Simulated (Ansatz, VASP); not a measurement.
## Ga in VASP and in Ansatz

```
CELL_PARAMETERS angstrom
0.00000 3.05381 3.05381
3.05381 0.00000 3.05381
3.05381 3.05381 0.00000
ATOMIC_POSITIONS crystal
Ga 0.12500 0.12500 0.12500
Ga 0.87500 0.87500 0.87500
```

Alike in both runs: task single point; functional PBE; k mesh 15 × 15 × 15; occupations fermi-dirac, width 0.1 eV; no spin polarisation.

|  | VASP | Ansatz |
| --- | --- | --- |
| version | VASP 6.6.1 | Ansatz 0.2.0 |
| potentials or method | VASP PAW PBE potentials, release 64 (Ga_d), cutoff 520 eV | plane waves (420 eV) with PAW, scalar-relativistic |
| valence electrons in the cell | 26 | 26 |

|  | VASP | Ansatz | Ansatz less VASP |
| --- | --- | --- | --- |
| pressure (GPa) | -2.8 | -3.0 | -0.14 |

The functional is the same, so the differences come from potentials, cutoffs and numerics.
